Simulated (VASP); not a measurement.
# Li (P6_3/mmc) in VASP: notebook

Runs on Li. Level: revPBE. Tasks: single point.

Program: VASP 6.6.1. These are calculated values, not measurements. Logs are shortened: lines on timing, memory, paths and dates and some standing lists are left out, and cuts for length are marked.

## (1) The cell of the first run

The structure is hexagonal, space group P6_3/mmc (No. 194). Conventional cell: a = 2.976 Å, b = 2.976 Å, c = 9.699 Å, α = 90.00°, β = 90.00°, γ = 120.00°. Within 3.9 Å of Li (site symmetry -3m) lie 12 Li at 2.97 to 2.98 Å. Li (site symmetry -6m2) has 12 Li at 2.97 to 2.98 Å within 3.9 Å.

This isn't the form of Li at room conditions, which is bcc.

## (2) Single point, revPBE (18.60 Å³/atom)

File INCAR:

```
SYSTEM = Li
PREC = Accurate ; ENCUT = 520
EDIFF = 1E-6 ; ISMEAR = -1
SIGMA = 0.1 ; LREAL = .False.
LASPH = .True. ; NELM = 60
ALGO = Normal ; ISIF = 2
LWAVE = .False. ; LCHARG = .True.
GGA = RE ; LELF = .True.
LVHAR = .True. ; NBANDS = 14
```

File KPOINTS:

```
regular mesh
0
Gamma
  13 13 4
  0 0 0
```

File POSCAR:

```
Li
1.0
    2.9759975070      0.0000000000      0.0000000000
   -1.4879987535      2.5772894427      0.0000000000
    0.0000000000      0.0000000000      9.6994351147
Li
4
Direct
    1.0000000000      0.0000000000      0.0000000000
    0.0000000000      0.0000000000      0.5000000000
    0.3333333333      0.6666666667      0.2500000000
    0.6666666667      0.3333333333      0.7500000000
```

Potentials or basis: VASP PAW PBE potentials, release 64 (Li_sv).

On the command line:

```console
$ cat potpaw_PBE.64/Li_sv/POTCAR > POTCAR
$ mpirun -np 1 vasp_std > vasp.out
```

OUTCAR:

```text
SYSTEM = Li
   PREC = Accurate
   ENCUT = 520
   EDIFF = 1E-6
   ISMEAR = -1
   LREAL = .False.
   LASPH = .True.
   NELM = 60
   ISIF = 2
   GGA = RE

 ion  position               nearest neighbor table
   1  0.000  0.000  0.000-
   2  0.000  0.000  0.500-
   3  0.333  0.667  0.250-
   4  0.667  0.333  0.750-

  LATTYP: Found a hexagonal cell.
 ALAT       =     2.9759975070
 C/A-ratio  =     3.2592215188

  Lattice vectors:

 A1 = (   2.9759975070,   0.0000000000,   0.0000000000)
 A2 = (  -1.4879987535,   2.5772894427,   0.0000000000)
 A3 = (   0.0000000000,   0.0000000000,   9.6994351147)

Analysis of symmetry for initial positions (statically):
=====================================================================
 Subroutine PRICEL returns:
 Original cell was already a primitive cell.

 Routine SETGRP: Setting up the symmetry group for a
 hexagonal supercell.

 Subroutine GETGRP returns: Found 24 space group operations
 (whereof 12 operations were pure point group operations)
 out of a pool of 24 trial point group operations.

The static configuration has the point symmetry D_3d.
 The point group associated with its full space group is D_6h.

Analysis of symmetry for dynamics (positions and initial velocities):
=====================================================================
 Subroutine PRICEL returns:
 Original cell was already a primitive cell.

 Routine SETGRP: Setting up the symmetry group for a
 hexagonal supercell.

 Subroutine GETGRP returns: Found 24 space group operations
 (whereof 12 operations were pure point group operations)
 out of a pool of 24 trial point group operations.

The dynamic configuration has the point symmetry D_3d.
 The point group associated with its full space group is D_6h.

 Subroutine INISYM returns: Found 24 space group operations
 (whereof 12 operations are pure point group operations),
 and found     1 'primitive' translations

----------------------------------------------------------------------------------------

                                     Primitive cell

  volume of cell :      74.3947

  direct lattice vectors                    reciprocal lattice vectors
     2.975997507  0.000000000  0.000000000     0.336021787  0.194002269  0.000000000
    -1.487998754  2.577289443  0.000000000     0.000000000  0.388004538  0.000000000
     0.000000000  0.000000000  9.699435115     0.000000000  0.000000000  0.103098788

  length of vectors
     2.975997507  2.975997507  9.699435115     0.388004538  0.388004538  0.103098788

  position of ions in fractional coordinates (direct lattice)
     0.000000000  0.000000000  0.000000000
     0.000000000  0.000000000  0.500000000
     0.333333333  0.666666667  0.250000000
     0.666666667  0.333333333  0.750000000

  ion indices of the primitive-cell ions
   primitive index   ion index
                 1           1
                 2           2
                 3           3
                 4           4

----------------------------------------------------------------------------------------

 KPOINTS: regular mesh

Automatic generation of k-mesh.
 Grid dimensions read from file:
 generate k-points for:   13   13    4

 Generating k-lattice:

  Cartesian coordinates                     Fractional coordinates (reciprocal lattice)
     0.025847830  0.014923251  0.000000000     0.076923077  0.000000000  0.000000000
     0.000000000  0.029846503  0.000000000     0.000000000  0.076923077  0.000000000
     0.000000000  0.000000000  0.025774697     0.000000000  0.000000000  0.250000000

  Length of vectors
     0.029846503  0.029846503  0.025774697

  Shift w.r.t. Gamma in fractional coordinates (k-lattice)
     0.000000000  0.000000000  0.000000000

 Subroutine IBZKPT returns following result:
 ===========================================

 Found     63 irreducible k-points:

 Following reciprocal coordinates:
            Coordinates               Weight
  0.000000  0.000000  0.000000      1.000000
  0.076923 -0.000000  0.000000      6.000000
  0.153846  0.000000  0.000000      6.000000
  0.230769 -0.000000  0.000000      6.000000
  0.307692  0.000000  0.000000      6.000000
  0.384615 -0.000000  0.000000      6.000000
[... 16 lines left out ...]
  0.076923 -0.000000  0.250000     12.000000
  0.153846  0.000000  0.250000     12.000000
 [... further k-points ...]
   k-points           NKPTS =     63   k-points in BZ     NKDIM =     63   number of bands    NBANDS=     14
   number of dos      NEDOS =    301   number of ions     NIONS =      4
   total plane-waves  NPLWV =  41472
   dimension x,y,z NGX =    24 NGY =   24 NGZ =   72
   dimension x,y,z NGXF=    48 NGYF=   48 NGZF=  144
   ions per type =               4
   NGX,Y,Z   is equivalent  to a cutoff of  13.41, 13.41, 12.34 a.u.
   NGXF,Y,Z  is equivalent  to a cutoff of  26.81, 26.81, 24.68 a.u.
 SYSTEM =  Li
   PREC   = accura    normal or accurate (medium, high low for compatibility)
   ISTART =      0    job   : 0-new  1-cont  2-samecut
   ICHARG =      2    charge: 1-file 2-atom 10-const
   ISPIN  =      1    spin polarized calculation?
   LNONCOLLINEAR =      F non collinear calculations
   LSORBIT =      F    spin-orbit coupling
   LASPH  =      T    aspherical Exc in radial PAW
   ENCUT  =  520.0 eV  38.22 Ry    6.18 a.u.   5.53  5.53 18.03*2*pi/ulx,y,z
   NELM   =     60;   NELMIN=  2; NELMDL= -5     # of ELM steps
   EDIFF  = 0.1E-05   stopping-criterion for ELM
   LREAL  =      F    real-space projection
   EDIFFG = 0.1E-04   stopping-criterion for IOM
   NSW    =      0    number of steps for IOM
   IBRION =     -1    ionic relax: 0-MD 1-quasi-New 2-CG
   NFREE  =      0    steps in history (QN), initial steepest desc. (CG)
   ISIF   =      2    stress and relaxation
   ISYM   =      2    0-nonsym 1-usesym 2-fastsym
   POTIM  = 0.5000    time-step for ionic-motion
   TEBEG  =    0.0;   TEEND  =   0.0 temperature during run
   PSTRESS=    0.0 pullay stress
   NELECT =      12.0000    total number of electrons
   NUPDOWN=      -1.0000    fix difference up-down
   EMIN   =  10.00;   EMAX   =-10.00  energy-range for DOS
   EFERMI =   0.00;   METHOD = LEGACY
   ISMEAR =    -1;   SIGMA  =   0.10  broadening in eV -4-tet -1-fermi 0-gaus
   EFERMI_NEDOS =   21; number of points for ismear=-14 and -15
   IALGO  =     38    algorithm
   IMIX   =      4    mixing-type and parameters
     AMIX     =   0.40;   BMIX     =  1.00
     AMIX_MAG =   1.60;   BMIX_MAG =  1.00
  volume/ion in A,a.u.               =      18.60       125.51
  Fermi-wavevector in a.u.,A,eV,Ry     =   0.891158  1.684044 10.805228  0.794162
  Thomas-Fermi vector in A             =   2.012941
   LORBIT       =      0    0 simple, 1 ext, 2 COOP (PROOUT), +10 PAW based schemes
   GGA     = RE    functional components
   LHFCALC =     F    Hartree Fock is set to
   AEXX    =    0.0000 exact exchange contribution
   IVDW    =     0    specifies the selected vdW correction
   LEPSILON=     F    determine dielectric tensor
   LRPA    =     F    only Hartree local field effects (RPA)
 non-spin polarized calculation
  energy-cutoff  :      520.00
  volume of cell :       74.39
 maximum number of plane-waves:      2046
 NGX is ok and might be reduce to    24
   NGX = 11   NGY = 11   NGZ = 37

 number of electron      12.0000008 magnetization

 Free energy of the ion-electron system (eV)
  ---------------------------------------------------
  ext. energy  EPLUGINS =         0.00000000
  ---------------------------------------------------
  free energy    TOTEN  =        -7.20679523 eV

  energy without entropy =       -7.13992348  energy(sigma->0) =       -7.17335935

 E-fermi :   0.9640     XC(G=0):  -7.1707

 val. band max:        0.9639298150   @ k =   0.4615   0.0769   0.0000
 cond. band min:       0.9648634339   @ k =   0.2308   0.1538   0.2500
 fundamental gap:      0.0009336188
 Fermi energy:         0.9639689565

 k-point     1 :       0.0000    0.0000    0.0000
  band No.  band energies     occupation
      1     -45.5882      2.00000
      2     -45.5765      2.00000
      3     -45.5749      2.00000
      4     -45.5631      2.00000
      5      -2.7408      2.00000
      6      -1.5832      2.00000
      7      -1.5828      2.00000
      8       0.9162      1.23418
      9       4.1848      0.00000
     10       9.4965      0.00000
     11       9.5015      0.00000
     12      14.3982      0.00000
     13      14.3982      0.00000
     14      15.0052      0.00000

 k-point     2 :       0.0769   -0.0000    0.0000
  band No.  band energies     occupation
      1     -45.5870      2.00000
      2     -45.5754      2.00000
      3     -45.5740      2.00000
      4     -45.5626      2.00000
      5      -2.6435      2.00000
      6      -1.4823      2.00000
      7      -1.4816      2.00000
      8       1.0479      0.60325
      9       4.2165      0.00000
     10       9.5347      0.00000
     11       9.5472      0.00000
     12      13.2500      0.00000
     13      13.5700      0.00000
     14      14.4194      0.00000

 k-point     3 :       0.1538    0.0000    0.0000
  band No.  band energies     occupation
      1     -45.5834      2.00000
      2     -45.5729      2.00000
      3     -45.5714      2.00000
      4     -45.5610      2.00000
      5      -2.3511      2.00000
      6      -1.1809      2.00000
      7      -1.1799      2.00000
      8       1.4425      0.01656
      9       4.3002      0.00000
     10       9.5277      0.00000
     11       9.6260      0.00000
     12      11.4374      0.00000
     13      12.4021      0.00000
     14      12.4650      0.00000
[... 324 lines left out ...]
 k-point    23 :       0.0769   -0.0000    0.2500
  band No.  band energies     occupation
      1     -45.5860      2.00000
      2     -45.5795      2.00000
      3     -45.5700      2.00000
      4     -45.5635      2.00000
      5      -2.5707      2.00000
      6      -1.9890      2.00000
      7      -0.8401      2.00000
      8       0.6594      1.90919
      9       4.7834      0.00000
     10       7.6940      0.00000
     11      11.5326      0.00000
     12      13.3330      0.00000
     13      13.6513      0.00000
     14      13.9463      0.00000

 k-point    24 :       0.1538    0.0000    0.2500
  band No.  band energies     occupation
      1     -45.5825      2.00000
      2     -45.5765      2.00000
      3     -45.5678      2.00000
      4     -45.5619      2.00000
      5      -2.2780      2.00000
      6      -1.6922      2.00000
      7      -0.5298      2.00000
      8       1.0202      0.72609
      9       4.8972      0.00000
     10       7.8135      0.00000
     11      11.0006      0.00000
     12      11.7085      0.00000
     13      12.2212      0.00000
     14      12.5438      0.00000

 [... further k-points ...]

------------------------ aborting loop because EDIFF is reached ----------------------------------------

  FORCE on cell =-STRESS in cart. coord.  units (eV):
  Direction    XX          YY          ZZ          XY          YZ          ZX
  --------------------------------------------------------------------------------------
  -------------------------------------------------------------------------------------
  Total        0.8840363      0.8840363      0.9513905      0.0000000      0.0000000      0.0000000
  in kB       19.0387524     19.0387524     20.4893040      0.0000000      0.0000000      0.0000000
  external PRESSURE =      19.5222696 kB  Pullay stress =       0.0000000 kB

 VOLUME and BASIS-vectors are now :
 -----------------------------------------------------------------------------
  energy-cutoff  :      520.00
  volume of cell :       74.39
      direct lattice vectors                 reciprocal lattice vectors
     2.975997507  0.000000000  0.000000000     0.336021787  0.194002269  0.000000000
    -1.487998754  2.577289443  0.000000000     0.000000000  0.388004538  0.000000000
     0.000000000  0.000000000  9.699435115     0.000000000  0.000000000  0.103098788

 POSITION                                       TOTAL-FORCE (eV/Angst)
 -----------------------------------------------------------------------------------
      0.00000      0.00000      0.00000        -0.000000     -0.000000     -0.000000
      0.00000      0.00000      4.84972        -0.000000     -0.000000     -0.000000
     -0.00000      1.71819      2.42486         0.000000      0.000000      0.000000
      1.48800      0.85910      7.27458        -0.000000      0.000000     -0.000000
 -----------------------------------------------------------------------------------
    total drift:                               -0.000000      0.000000      0.000000

  FREE ENERGIE OF THE ION-ELECTRON SYSTEM (eV)
  ---------------------------------------------------
  free  energy   TOTEN  =        -7.2067952297 eV

  energy  without entropy=       -7.1399234783  energy(sigma->0) =       -7.17335935
```

Run time: 47 s. Hardware: 1 thread of Intel Xeon Platinum 8488C (Sapphire Rapids), shared host; peak memory 0.2 GiB.

Results:

```yaml
Free_energy: -7.2068 eV
Band_gap_on_the_k_mesh: zero (bands 6 and 7 overlap by 4.24 eV)
```

Caveat: the cutoff is under 1.25 times the usual one of these potentials, so pressure, stress and relaxed cells hold a basis-set (Pulay) error; the PAW data sets were made with another functional, which shifts forces and pressure a little.

## (3) Single point, revPBE (19.44 Å³/atom)

This run uses another cell than the first one, of 19.44 Å³/atom.

File INCAR:

```
PREC     = Accurate       # precision mode
ENCUT    = 520            # plane-wave cutoff, eV
EDIFF    = 1E-7           # SCF threshold, eV
ISMEAR   = -1             # smearing method
SIGMA    = 0.1            # smearing width, eV
LREAL    = F              # projectors in reciprocal space
LASPH    = T              # aspherical terms in the spheres
NELM     = 100            # most SCF steps
ALGO     = Normal         # electronic algorithm
ISIF     = 2              # what is computed and relaxed
LWAVE    = F              # write WAVECAR
LCHARG   = T              # write CHGCAR
GGA      = RE             # functional
LELF     = T              # ELF
LVHAR    = T            
NBANDS   = 14             # bands
```

File KPOINTS:

```
regular mesh
0
Gamma
  13 13 4
```

File POSCAR:

```
Li
1.0
    3.0204219298      0.0000000000      0.0000000000
   -1.5102109649      2.6157621213      0.0000000000
    0.0000000000      0.0000000000      9.8442241493
Li
4
Direct
    1.0000000000      0.0000000000      0.0000000000
    0.0000000000      0.0000000000      0.5000000000
    0.3333333333      0.6666666667      0.2500000000
    0.6666666667      0.3333333333      0.7500000000
```

Potentials or basis: VASP PAW PBE potentials, release 64 (Li_sv).

On the command line:

```console
$ cat potpaw_PBE.64/Li_sv/POTCAR > POTCAR
$ mpirun -np 1 vasp_std > vasp.out
```

Wall time 50 s (1 thread of Intel Xeon Platinum 8488C (Sapphire Rapids), shared host); peak memory 0.21 GiB.

Results (log left out):

| Property | Result |
| --- | --- |
| Free energy | -7.2422 eV |
| Band gap on the k mesh | zero (bands 6 and 7 overlap by 4.17 eV) |

Levels at points of the mesh, in eV from the Fermi level:
| k point | band 2 | band 3 | band 4 | band 5 | band 6 | band 7 | band 8 | band 9 | band 10 | band 11 |
| --- | --- | --- | --- | --- | --- | --- | --- | --- | --- | --- |
| (0.00, 0.00, 0.00) | -46.61 | -46.61 | -46.60 | -3.65 | -2.51 | -2.51 | -0.03 | 3.07 | 8.27 | 8.28 |
| (0.00, 0.00, 0.50) | -46.62 | -46.61 | -46.61 | -3.36 | -3.36 | -1.14 | -1.14 | 4.88 | 4.88 | 12.28 |

Caveat: the cutoff is under 1.25 times the usual one of these potentials, so pressure, stress and relaxed cells hold a basis-set (Pulay) error; the PAW data sets were made with another functional, which shifts forces and pressure a little.
